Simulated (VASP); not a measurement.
# C (P6_3/mmc) in VASP: single point with r2SCAN

Aim: the single point of C with r2SCAN.

Program: VASP 6.6.1. These are calculated values, not measurements. Logs are shortened: lines on timing, memory, paths and dates and some standing lists are left out, and cuts for length are marked.

## 1. The cell of the first run

Symmetry: P6_3/mmc, No. 194, hexagonal system. The conventional cell has a = 2.504 Å, b = 2.504 Å, c = 4.231 Å, α = 90.00°, β = 90.00°, γ = 120.00°. Within 2.1 Å of C (site symmetry 3m) lie 4 C at 1.54 to 1.59 Å.

## 2. Single point, r2SCAN (strained cell)

File POSCAR:

```
C
1.0
    2.5042081208      0.0000000000      0.0000000000
   -1.2521040604      2.1687078490      0.0000000000
    0.0000000000      0.0000000000      4.2313878940
C
4
Direct
    0.3333333333      0.6666666667     -0.0004326141
    0.6666666667      0.3333333333      0.4995673859
    0.3333333333      0.6666666667      0.3744326141
    0.6666666667      0.3333333333      0.8744326141
```

File INCAR.step1:

```
  ALGO = Normal
  EDIFF = 1E-5
  ENCUT = 1430
  GGA = PE
  GGA_COMPAT = False
  ISMEAR = 0
  LASPH = True
  LCHARG = False
  LREAL = False
  LWAVE = True
  NBANDS = 16
  NELM = 120
  PREC = Accurate
  SIGMA = 0.02
```

File INCAR.step2:

```
  ALGO = Normal
  EDIFF = 1E-6
  ENCUT = 1430
  GGA_COMPAT = False
  ISIF = 2
  ISMEAR = 0
  ISTART = 1
  LASPH = True
  LCHARG = False
  LMIXTAU = True
  LREAL = False
  LWAVE = False
  METAGGA = R2SCAN
  NBANDS = 16
  NELM = 120
  PREC = Accurate
  SIGMA = 0.02
```

File KPOINTS:

```
k-points
0
Gamma
  9 9 6
```

Potentials or basis: VASP PAW PBE potentials, release 64 (C_h).

On the command line:

```bash
cat potpaw_PBE.64/C_h/POTCAR > POTCAR
cp INCAR.step1 INCAR
mpirun -np 1 vasp_std > vasp.out
cp INCAR.step2 INCAR
mpirun -np 1 vasp_std > vasp.out
```

OUTCAR:

```text
EDIFF = 1E-6
   ENCUT = 1430
   ISIF = 2
   ISMEAR = 0
   ISTART = 1
   LASPH = True
   LREAL = False
   METAGGA = R2SCAN
   NELM = 120
   PREC = Accurate

 ion  position               nearest neighbor table
   1  0.333  0.667  1.000-
   2  0.667  0.333  0.500-
   3  0.333  0.667  0.374-
   4  0.667  0.333  0.874-

  LATTYP: Found a hexagonal cell.
 ALAT       =     2.5042081208
 C/A-ratio  =     1.6897109545

  Lattice vectors:

 A1 = (   2.5042081208,   0.0000000000,   0.0000000000)
 A2 = (  -1.2521040604,   2.1687078490,   0.0000000000)
 A3 = (   0.0000000000,   0.0000000000,   4.2313878940)

Analysis of symmetry for initial positions (statically):
=====================================================================
 Subroutine PRICEL returns:
 Original cell was already a primitive cell.

 Routine SETGRP: Setting up the symmetry group for a
 hexagonal supercell.

 Subroutine GETGRP returns: Found 24 space group operations
 (whereof  6 operations were pure point group operations)
 out of a pool of 24 trial point group operations.

The static configuration has the point symmetry C_3v.
 The point group associated with its full space group is D_6h.

Analysis of symmetry for dynamics (positions and initial velocities):
=====================================================================
 Subroutine PRICEL returns:
 Original cell was already a primitive cell.

 Routine SETGRP: Setting up the symmetry group for a
 hexagonal supercell.

 Subroutine GETGRP returns: Found 24 space group operations
 (whereof  6 operations were pure point group operations)
 out of a pool of 24 trial point group operations.

The dynamic configuration has the point symmetry C_3v.
 The point group associated with its full space group is D_6h.

 Subroutine INISYM returns: Found 24 space group operations
 (whereof  6 operations are pure point group operations),
 and found     1 'primitive' translations

----------------------------------------------------------------------------------------

                                     Primitive cell

  volume of cell :      22.9802

  direct lattice vectors                    reciprocal lattice vectors
     2.504208121  0.000000000  0.000000000     0.399327832  0.230552031  0.000000000
    -1.252104060  2.168707849  0.000000000     0.000000000  0.461104063  0.000000000
     0.000000000  0.000000000  4.231387894     0.000000000  0.000000000  0.236329078

  length of vectors
     2.504208121  2.504208121  4.231387894     0.461104063  0.461104063  0.236329078

  position of ions in fractional coordinates (direct lattice)
     0.333333333  0.666666667  0.999567386
     0.666666667  0.333333333  0.499567386
     0.333333333  0.666666667  0.374432614
     0.666666667  0.333333333  0.874432614

  ion indices of the primitive-cell ions
   primitive index   ion index
                 1           1
                 2           2
                 3           3
                 4           4

----------------------------------------------------------------------------------------

 KPOINTS: k-points

Automatic generation of k-mesh.
 Grid dimensions read from file:
 generate k-points for:    9    9    6

 Generating k-lattice:

  Cartesian coordinates                     Fractional coordinates (reciprocal lattice)
     0.044369759  0.025616892  0.000000000     0.111111111 -0.000000000  0.000000000
     0.000000000  0.051233785  0.000000000     0.000000000  0.111111111  0.000000000
     0.000000000  0.000000000  0.039388180     0.000000000  0.000000000  0.166666667

  Length of vectors
     0.051233785  0.051233785  0.039388180

  Shift w.r.t. Gamma in fractional coordinates (k-lattice)
     0.000000000  0.000000000  0.000000000

 Subroutine IBZKPT returns following result:
 ===========================================

 Found     48 irreducible k-points:

 Following reciprocal coordinates:
            Coordinates               Weight
  0.000000  0.000000  0.000000      1.000000
  0.111111 -0.000000  0.000000      6.000000
  0.222222  0.000000  0.000000      6.000000
  0.333333  0.000000  0.000000      6.000000
  0.444444  0.000000  0.000000      6.000000
  0.111111  0.111111  0.000000      6.000000
[... 16 lines left out ...]
  0.333333  0.222222  0.166667     24.000000
  0.333333  0.333333  0.166667      4.000000
 [... further k-points ...]
   k-points           NKPTS =     48   k-points in BZ     NKDIM =     48   number of bands    NBANDS=     16
   number of dos      NEDOS =    301   number of ions     NIONS =      4
   total plane-waves  NPLWV =  55296
   dimension x,y,z NGX =    32 NGY =   32 NGZ =   54
   dimension x,y,z NGXF=    64 NGYF=   64 NGZF=  108
   ions per type =               4
   NGX,Y,Z   is equivalent  to a cutoff of  21.24, 21.24, 21.22 a.u.
   NGXF,Y,Z  is equivalent  to a cutoff of  42.49, 42.49, 42.43 a.u.
 SYSTEM =  unknown system
   PREC   = accura    normal or accurate (medium, high low for compatibility)
   ISTART =      1    job   : 0-new  1-cont  2-samecut
   ICHARG =      0    charge: 1-file 2-atom 10-const
   ISPIN  =      1    spin polarized calculation?
   LNONCOLLINEAR =      F non collinear calculations
   LSORBIT =      F    spin-orbit coupling
   LASPH  =      T    aspherical Exc in radial PAW
   ENCUT  = 1430.0 eV 105.10 Ry   10.25 a.u.   7.72  7.72 13.05*2*pi/ulx,y,z
   NELM   =    120;   NELMIN=  2; NELMDL=  0     # of ELM steps
   EDIFF  = 0.1E-05   stopping-criterion for ELM
   LREAL  =      F    real-space projection
   EDIFFG = 0.1E-04   stopping-criterion for IOM
   NSW    =      0    number of steps for IOM
   IBRION =     -1    ionic relax: 0-MD 1-quasi-New 2-CG
   NFREE  =      0    steps in history (QN), initial steepest desc. (CG)
   ISIF   =      2    stress and relaxation
   ISYM   =      2    0-nonsym 1-usesym 2-fastsym
   POTIM  = 0.5000    time-step for ionic-motion
   TEBEG  =    0.0;   TEEND  =   0.0 temperature during run
   PSTRESS=    0.0 pullay stress
   NELECT =      16.0000    total number of electrons
   NUPDOWN=      -1.0000    fix difference up-down
   EMIN   =  10.00;   EMAX   =-10.00  energy-range for DOS
   EFERMI =   0.00;   METHOD = LEGACY
   ISMEAR =     0;   SIGMA  =   0.02  broadening in eV -4-tet -1-fermi 0-gaus
   EFERMI_NEDOS =   21; number of points for ismear=-14 and -15
   IALGO  =     38    algorithm
   IMIX   =      4    mixing-type and parameters
     AMIX     =   0.40;   BMIX     =  1.00
     AMIX_MAG =   1.60;   BMIX_MAG =  1.00
  volume/ion in A,a.u.               =       5.75        38.77
  Fermi-wavevector in a.u.,A,eV,Ry     =   1.450987  2.741967 28.645189  2.105362
  Thomas-Fermi vector in A             =   2.568536
   LORBIT       =      0    0 simple, 1 ext, 2 COOP (PROOUT), +10 PAW based schemes
   METAGGA = R2SCAN    functional components
   LHFCALC =     F    Hartree Fock is set to
   AEXX    =    0.0000 exact exchange contribution
   IVDW    =     0    specifies the selected vdW correction
   LEPSILON=     F    determine dielectric tensor
   LRPA    =     F    only Hartree local field effects (RPA)
 non-spin polarized calculation
 Gauss-broadening in eV      SIGMA  =   0.02
  energy-cutoff  :     1430.00
  volume of cell :       22.98
 maximum number of plane-waves:      2858
 NGX is ok and might be reduce to    32
   NGX = 15   NGY = 15   NGZ = 27

 number of electron      16.0000000 magnetization

 Free energy of the ion-electron system (eV)
  ---------------------------------------------------
  ext. energy  EPLUGINS =         0.00000000
  ---------------------------------------------------
  free energy    TOTEN  =       -39.31244705 eV

  energy without entropy =      -39.31244705  energy(sigma->0) =      -39.31244705

 E-fermi :  11.0691     XC(G=0): -14.1942

 val. band max:       10.9755284200   @ k =   0.0000   0.0000   0.0000
 cond. band min:      14.6347405763   @ k =   0.3333   0.3333   0.0000
 fundamental gap:      3.6592121563
 Fermi energy:        11.0690572621

 k-point     1 :       0.0000    0.0000    0.0000
  band No.  band energies     occupation
      1     -11.8108      2.00000
      2      -6.3722      2.00000
      3      -3.1538      2.00000
      4       7.9236      2.00000
      5       7.9236      2.00000
      6      10.5297      2.00000
[... 8 lines left out ...]
     15      25.3655      0.00000
     16      29.3777      0.00000

 k-point     2 :       0.1111   -0.0000    0.0000
  band No.  band energies     occupation
      1     -11.4899      2.00000
      2      -6.0785      2.00000
      3      -2.8597      2.00000
      4       6.3884      2.00000
      5       7.2964      2.00000
      6       9.6462      2.00000
[... 8 lines left out ...]
     15      25.8345      0.00000
     16      28.5132      0.00000

 k-point     3 :       0.2222    0.0000    0.0000
  band No.  band energies     occupation
      1     -10.5345      2.00000
      2      -5.2030      2.00000
      3      -2.0289      2.00000
      4       3.2311      2.00000
      5       6.0738      2.00000
      6       6.8665      2.00000
[... 8 lines left out ...]
     15      26.4502      0.00000
     16      26.9944      0.00000

 k-point     4 :       0.3333    0.0000    0.0000
  band No.  band energies     occupation
      1      -8.9769      2.00000
      2      -3.7698      2.00000
      3      -1.3281      2.00000
      4       0.4581      2.00000
      5       3.8152      2.00000
      6       5.0189      2.00000
[... 8 lines left out ...]
     15      26.6934      0.00000
     16      28.3900      0.00000

 k-point     5 :       0.4444    0.0000    0.0000
  band No.  band energies     occupation
      1      -6.9862      2.00000
      2      -3.5952      2.00000
      3      -1.8991      2.00000
      4       1.0567      2.00000
      5       1.1907      2.00000
      6       4.4418      2.00000
[... 8 lines left out ...]
     15      28.2174      0.00000
     16      29.9264      0.00000

 k-point     6 :       0.1111    0.1111    0.0000
  band No.  band energies     occupation
      1     -10.8516      2.00000
      2      -5.4938      2.00000
      3      -2.2940      2.00000
      4       4.4201      2.00000
      5       5.9371      2.00000
      6       7.8894      2.00000
[... 8 lines left out ...]
     15      26.8231      0.00000
     16      27.2660      0.00000
[... 267 lines left out ...]
 k-point    21 :       0.4444    0.1111    0.1667
  band No.  band energies     occupation
      1      -5.9639      2.00000
      2      -4.0219      2.00000
      3      -1.9121      2.00000
      4      -0.1532      2.00000
      5       2.5284      2.00000
      6       3.5877      2.00000
[... 8 lines left out ...]
     15      27.5956      0.00000
     16      29.9140      0.00000

 k-point    22 :       0.2222    0.2222    0.1667
  band No.  band energies     occupation
      1      -7.8808      2.00000
      2      -3.8614      2.00000
      3      -0.8232      2.00000
      4       1.9250      2.00000
      5       2.1760      2.00000
      6       3.0231      2.00000
[... 8 lines left out ...]
     15      25.2686      0.00000
     16      27.9715      0.00000

 k-point    23 :       0.3333    0.2222    0.1667
  band No.  band energies     occupation
      1      -5.9349      2.00000
      2      -3.1205      2.00000
      3      -1.8077      2.00000
      4       0.7540      2.00000
      5       1.0988      2.00000
      6       3.2078      2.00000
[... 8 lines left out ...]
     15      26.8886      0.00000
     16      28.3050      0.00000

 k-point    24 :       0.3333    0.3333    0.1667
  band No.  band energies     occupation
      1      -4.2058      2.00000
      2      -4.2058      2.00000
      3      -0.2332      2.00000
      4      -0.2304      2.00000
      5      -0.2304      2.00000
      6       3.1552      2.00000
[... 8 lines left out ...]
     15      27.3570      0.00000
     16      27.3570      0.00000

 [... further k-points ...]
[... 5 lines left out ...]
  --------------------------------------------------------------------------------------
  -------------------------------------------------------------------------------------
  Total       -0.1746533     -0.1746533     -2.8183584      0.0000000      0.0000000      0.0000000
  in kB      -12.1767977    -12.1767977   -196.4954471      0.0000000      0.0000000      0.0000000
  external PRESSURE =     -73.6163475 kB  Pullay stress =       0.0000000 kB

 VOLUME and BASIS-vectors are now :
 -----------------------------------------------------------------------------
  energy-cutoff  :     1430.00
  volume of cell :       22.98
      direct lattice vectors                 reciprocal lattice vectors
     2.504208121  0.000000000  0.000000000     0.399327832  0.230552031  0.000000000
    -1.252104060  2.168707849  0.000000000     0.000000000  0.461104063  0.000000000
     0.000000000  0.000000000  4.231387894     0.000000000  0.000000000  0.236329078

 POSITION                                       TOTAL-FORCE (eV/Angst)
 -----------------------------------------------------------------------------------
     -0.00000      1.44581      4.22956         0.000000     -0.000000     -0.002911
      1.25210      0.72290      2.11386        -0.000000      0.000000     -0.002911
     -0.00000      1.44581      1.58437         0.000000     -0.000000      0.002911
      1.25210      0.72290      3.70006        -0.000000     -0.000000      0.002911
 -----------------------------------------------------------------------------------
    total drift:                               -0.000000      0.000000     -0.000368

  FREE ENERGIE OF THE ION-ELECTRON SYSTEM (eV)
  ---------------------------------------------------
  free  energy   TOTEN  =       -39.3124470460 eV

  energy  without entropy=      -39.3124470460  energy(sigma->0) =      -39.31244705
```

Wall time 3 min (1 thread of AMD EPYC 7R13 (Zen 3), shared host); peak memory 0.22 GiB.

What came out:

- Free energy: -39.3124 eV
- Pressure: -7.4 GPa
- Band gap on the k mesh: 3.66 eV (least direct gap 5.16 eV)

Forces in eV/Å, atoms in the order of the input:
```
C    0.000  0.000 -0.003
C    0.000  0.000 -0.003
C    0.000  0.000  0.003
C    0.000  0.000  0.003
```

Caveat: the cell differs from its parent crystal (strained cell); the stress differs along the axes, from -20 to -1 GPa; the PAW data sets were made with another functional, which shifts forces and pressure a little. A k mesh can miss the band edges.
